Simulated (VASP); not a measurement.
# MgO (P6_3/mmc) in VASP: a series of runs

Runs on MgO. Level: PBE. Tasks: single point.

Program: VASP 6.6.1. These are calculated values, not measurements. Logs are shortened: lines on timing, memory, paths and dates and some standing lists are left out, and cuts for length are marked.

## Step 1: The cell of the first run

Symmetry: P6_3/mmc, No. 194, hexagonal system. The conventional cell has a = 3.345 Å, b = 3.345 Å, c = 4.070 Å, α = 90.00°, β = 90.00°, γ = 120.00°. Within 2.6 Å of Mg (site symmetry -6m2) lie 5 O at 1.93 to 2.03 Å. Within 2.6 Å of O (site symmetry -6m2) lie 5 Mg at 1.93 to 2.03 Å.

## Step 2: Single point, PBE

Input file INCAR:

```
ALGO     = Normal         # electronic algorithm
EDIFF    = 1E-6           # SCF threshold, eV
ENCUT    = 840            # plane-wave cutoff, eV
GGA      = PE             # functional
GGA_COMPAT= F            
ISIF     = 2              # what is computed and relaxed
ISMEAR   = 0              # smearing method
LASPH    = T              # aspherical terms in the spheres
LCHARG   = F              # write CHGCAR
LREAL    = F              # projectors in reciprocal space
LWAVE    = F              # write WAVECAR
NBANDS   = 24             # bands
NELM     = 120            # most SCF steps
PREC     = Accurate       # precision mode
SIGMA    = 0.05           # smearing width, eV
```

Input file KPOINTS:

```
k-points
0
Gamma
  9 9 6
```

Input file POSCAR:

```
MgO
1.0
    3.3453000000      0.0000000000      0.0000000000
   -1.6726500000      2.8971147833      0.0000000000
    0.0000000000      0.0000000000      4.0698000000
Mg O
2 2
Direct
    0.6666666667      0.3333333333      0.7500000000
    0.3333333333      0.6666666667      0.2500000000
    0.6666666667      0.3333333333      0.2500000000
    0.3333333333      0.6666666667      0.7500000000
```

Potentials or basis: VASP PAW PBE potentials, release 64 (Mg_sv, O).

On the command line:

```
> cat potpaw_PBE.64/Mg_sv/POTCAR potpaw_PBE.64/O/POTCAR > POTCAR
> mpirun -np 1 vasp_std > vasp.out
```

OUTCAR:

```text
EDIFF = 1E-6
   ENCUT = 840
   GGA = PE
   ISIF = 2
   ISMEAR = 0
   LASPH = T
   LREAL = F
   NELM = 120
   PREC = Accurate

 ion  position               nearest neighbor table
   1  0.667  0.333  0.750-   4 1.93   4 1.93   4 1.93   3 2.03   3 2.03
   2  0.333  0.667  0.250-   3 1.93   3 1.93   3 1.93   4 2.03   4 2.03
   3  0.667  0.333  0.250-   2 1.93   2 1.93   2 1.93   1 2.03   1 2.03
   4  0.333  0.667  0.750-   1 1.93   1 1.93   1 1.93   2 2.03   2 2.03

  LATTYP: Found a hexagonal cell.
 ALAT       =     3.3453000000
 C/A-ratio  =     1.2165725047

  Lattice vectors:

 A1 = (   3.3453000000,   0.0000000000,   0.0000000000)
 A2 = (  -1.6726500000,   2.8971147833,   0.0000000000)
 A3 = (   0.0000000000,   0.0000000000,   4.0698000000)

Analysis of symmetry for initial positions (statically):
=====================================================================
 Subroutine PRICEL returns:
 Original cell was already a primitive cell.

 Routine SETGRP: Setting up the symmetry group for a
 hexagonal supercell.

 Subroutine GETGRP returns: Found 24 space group operations
 (whereof 12 operations were pure point group operations)
 out of a pool of 24 trial point group operations.

The static configuration has the point symmetry D_3d.
 The point group associated with its full space group is D_6h.

Analysis of symmetry for dynamics (positions and initial velocities):
=====================================================================
 Subroutine PRICEL returns:
 Original cell was already a primitive cell.

 Routine SETGRP: Setting up the symmetry group for a
 hexagonal supercell.

 Subroutine GETGRP returns: Found 24 space group operations
 (whereof 12 operations were pure point group operations)
 out of a pool of 24 trial point group operations.

The dynamic configuration has the point symmetry D_3d.
 The point group associated with its full space group is D_6h.

 Subroutine INISYM returns: Found 24 space group operations
 (whereof 12 operations are pure point group operations),
 and found     1 'primitive' translations

----------------------------------------------------------------------------------------

                                     Primitive cell

  volume of cell :      39.4434

  direct lattice vectors                    reciprocal lattice vectors
     3.345300000  0.000000000  0.000000000     0.298926853  0.172585499  0.000000000
    -1.672650000  2.897114783  0.000000000     0.000000000  0.345170998  0.000000000
     0.000000000  0.000000000  4.069800000     0.000000000  0.000000000  0.245712320

  length of vectors
     3.345300000  3.345300000  4.069800000     0.345170998  0.345170998  0.245712320

  position of ions in fractional coordinates (direct lattice)
     0.666666667  0.333333333  0.750000000
     0.333333333  0.666666667  0.250000000
     0.666666667  0.333333333  0.250000000
     0.333333333  0.666666667  0.750000000

  ion indices of the primitive-cell ions
   primitive index   ion index
                 1           1
                 2           2
                 3           3
                 4           4

----------------------------------------------------------------------------------------

 KPOINTS: k-points

Automatic generation of k-mesh.
 Grid dimensions read from file:
 generate k-points for:    9    9    6

 Generating k-lattice:

  Cartesian coordinates                     Fractional coordinates (reciprocal lattice)
     0.033214095  0.019176167  0.000000000     0.111111111  0.000000000  0.000000000
     0.000000000  0.038352333  0.000000000     0.000000000  0.111111111  0.000000000
     0.000000000  0.000000000  0.040952053     0.000000000  0.000000000  0.166666667

  Length of vectors
     0.038352333  0.038352333  0.040952053

  Shift w.r.t. Gamma in fractional coordinates (k-lattice)
     0.000000000  0.000000000  0.000000000

 Subroutine IBZKPT returns following result:
 ===========================================

 Found     48 irreducible k-points:

 Following reciprocal coordinates:
            Coordinates               Weight
  0.000000  0.000000  0.000000      1.000000
  0.111111 -0.000000  0.000000      6.000000
  0.222222 -0.000000  0.000000      6.000000
  0.333333 -0.000000  0.000000      6.000000
  0.444444 -0.000000  0.000000      6.000000
  0.111111  0.111111  0.000000      6.000000
[... 16 lines left out ...]
  0.333333  0.222222  0.166667     24.000000
  0.333333  0.333333  0.166667      4.000000
 [... further k-points ...]
   k-points           NKPTS =     48   k-points in BZ     NKDIM =     48   number of bands    NBANDS=     24
   number of dos      NEDOS =    301   number of ions     NIONS =      4
   total plane-waves  NPLWV =  40960
   dimension x,y,z NGX =    32 NGY =   32 NGZ =   40
   dimension x,y,z NGXF=    64 NGYF=   64 NGZF=   80
   ions per type =               2   2
   NGX,Y,Z   is equivalent  to a cutoff of  15.90, 15.90, 16.34 a.u.
   NGXF,Y,Z  is equivalent  to a cutoff of  31.81, 31.81, 32.68 a.u.
 SYSTEM =  unknown system
   PREC   = accura    normal or accurate (medium, high low for compatibility)
   ISTART =      0    job   : 0-new  1-cont  2-samecut
   ICHARG =      2    charge: 1-file 2-atom 10-const
   ISPIN  =      1    spin polarized calculation?
   LNONCOLLINEAR =      F non collinear calculations
   LSORBIT =      F    spin-orbit coupling
   LASPH  =      T    aspherical Exc in radial PAW
   ENCUT  =  840.0 eV  61.74 Ry    7.86 a.u.   7.91  7.91  9.62*2*pi/ulx,y,z
   NELM   =    120;   NELMIN=  2; NELMDL= -5     # of ELM steps
   EDIFF  = 0.1E-05   stopping-criterion for ELM
   LREAL  =      F    real-space projection
   EDIFFG = 0.1E-04   stopping-criterion for IOM
   NSW    =      0    number of steps for IOM
   IBRION =     -1    ionic relax: 0-MD 1-quasi-New 2-CG
   NFREE  =      0    steps in history (QN), initial steepest desc. (CG)
   ISIF   =      2    stress and relaxation
   ISYM   =      2    0-nonsym 1-usesym 2-fastsym
   POTIM  = 0.5000    time-step for ionic-motion
   TEBEG  =    0.0;   TEEND  =   0.0 temperature during run
   PSTRESS=    0.0 pullay stress
   NELECT =      32.0000    total number of electrons
   NUPDOWN=      -1.0000    fix difference up-down
   EMIN   =  10.00;   EMAX   =-10.00  energy-range for DOS
   EFERMI =   0.00;   METHOD = LEGACY
   ISMEAR =     0;   SIGMA  =   0.05  broadening in eV -4-tet -1-fermi 0-gaus
   EFERMI_NEDOS =   21; number of points for ismear=-14 and -15
   IALGO  =     38    algorithm
   IMIX   =      4    mixing-type and parameters
     AMIX     =   0.40;   BMIX     =  1.00
     AMIX_MAG =   1.60;   BMIX_MAG =  1.00
  volume/ion in A,a.u.               =       9.86        66.54
  Fermi-wavevector in a.u.,A,eV,Ry     =   1.526863  2.885354 31.719427  2.331312
  Thomas-Fermi vector in A             =   2.634838
   LORBIT       =      0    0 simple, 1 ext, 2 COOP (PROOUT), +10 PAW based schemes
   GGA     = PE    functional components
   LHFCALC =     F    Hartree Fock is set to
   AEXX    =    0.0000 exact exchange contribution
   IVDW    =     0    specifies the selected vdW correction
   LEPSILON=     F    determine dielectric tensor
   LRPA    =     F    only Hartree local field effects (RPA)
 non-spin polarized calculation
 Gauss-broadening in eV      SIGMA  =   0.05
  energy-cutoff  :      840.00
  volume of cell :       39.44
 maximum number of plane-waves:      2200
 NGX is ok and might be reduce to    32
   NGX = 15   NGY = 15   NGZ = 19

 number of electron      32.0000006 magnetization

 Free energy of the ion-electron system (eV)
  ---------------------------------------------------
  ext. energy  EPLUGINS =         0.00000000
  ---------------------------------------------------
  free energy    TOTEN  =       -23.20482061 eV

  energy without entropy =      -23.20482061  energy(sigma->0) =      -23.20482061

 E-fermi :   2.8207     XC(G=0): -10.8638

 val. band max:        2.5292196290   @ k =   0.0000   0.0000   0.0000
 cond. band min:       6.5405320064   @ k =   0.0000   0.0000   0.0000
 fundamental gap:      4.0113123774
 Fermi energy:         2.8206691628

 k-point     1 :       0.0000    0.0000    0.0000
  band No.  band energies     occupation
      1     -69.3654      2.00000
      2     -69.3452      2.00000
      3     -36.1799      2.00000
      4     -36.1388      2.00000
      5     -36.1388      2.00000
      6     -36.0997      2.00000
[... 16 lines left out ...]
     23      18.8061      0.00000
     24      19.4545      0.00000

 k-point     2 :       0.1111   -0.0000    0.0000
  band No.  band energies     occupation
      1     -69.3649      2.00000
      2     -69.3455      2.00000
      3     -36.1765      2.00000
      4     -36.1416      2.00000
      5     -36.1405      2.00000
      6     -36.1040      2.00000
[... 16 lines left out ...]
     23      18.3049      0.00000
     24      18.8843      0.00000

 k-point     3 :       0.2222   -0.0000    0.0000
  band No.  band energies     occupation
      1     -69.3629      2.00000
      2     -69.3466      2.00000
      3     -36.1671      2.00000
      4     -36.1489      2.00000
      5     -36.1447      2.00000
      6     -36.1145      2.00000
[... 16 lines left out ...]
     23      17.7860      0.00000
     24      18.0108      0.00000
[... 514 lines left out ...]
 k-point    23 :       0.3333    0.2222    0.1667
  band No.  band energies     occupation
      1     -69.3558      2.00000
      2     -69.3518      2.00000
      3     -36.1712      2.00000
      4     -36.1596      2.00000
      5     -36.1533      2.00000
      6     -36.1131      2.00000
[... 16 lines left out ...]
     23      17.5349      0.00000
     24      19.4474      0.00000

 k-point    24 :       0.3333    0.3333    0.1667
  band No.  band energies     occupation
      1     -69.3538      2.00000
      2     -69.3538      2.00000
      3     -36.1634      2.00000
      4     -36.1634      2.00000
      5     -36.1614      2.00000
      6     -36.1076      2.00000
[... 16 lines left out ...]
     23      17.3220      0.00000
     24      20.4329      0.00000

 [... further k-points ...]

------------------------ aborting loop because EDIFF is reached ----------------------------------------

  FORCE on cell =-STRESS in cart. coord.  units (eV):
  Direction    XX          YY          ZZ          XY          YZ          ZX
  --------------------------------------------------------------------------------------
  -------------------------------------------------------------------------------------
  Total        6.0678973      6.0678973      5.5703821      0.0000000     -0.0000000      0.0000000
  in kB      246.4761842    246.4761842    226.2672677      0.0000000     -0.0000000      0.0000000
  external PRESSURE =     239.7398787 kB  Pullay stress =       0.0000000 kB

 VOLUME and BASIS-vectors are now :
 -----------------------------------------------------------------------------
  energy-cutoff  :      840.00
  volume of cell :       39.44
      direct lattice vectors                 reciprocal lattice vectors
     3.345300000  0.000000000  0.000000000     0.298926853  0.172585499  0.000000000
    -1.672650000  2.897114783  0.000000000     0.000000000  0.345170998  0.000000000
     0.000000000  0.000000000  4.069800000     0.000000000  0.000000000  0.245712320

 POSITION                                       TOTAL-FORCE (eV/Angst)
 -----------------------------------------------------------------------------------
      1.67265      0.96570      3.05235        -0.000000      0.000000     -0.000000
     -0.00000      1.93141      1.01745         0.000000     -0.000000     -0.000000
      1.67265      0.96570      1.01745        -0.000000     -0.000000      0.000000
     -0.00000      1.93141      3.05235        -0.000000      0.000000      0.000000
 -----------------------------------------------------------------------------------
    total drift:                               -0.000000     -0.000000     -0.000000

  FREE ENERGIE OF THE ION-ELECTRON SYSTEM (eV)
  ---------------------------------------------------
  free  energy   TOTEN  =       -23.2048206149 eV

  energy  without entropy=      -23.2048206149  energy(sigma->0) =      -23.20482061
```

It took 25 s on 1 thread of Intel Xeon 6975P-C (Granite Rapids), shared host; peak memory 0.23 GiB.

What came out:

```yaml
Free_energy: -23.2048 eV
Pressure: 24.0 GPa
Band_gap_on_the_k_mesh: 4.01 eV
```

Caveat: the cell stands under pressure.

[end of part 1 of 2]
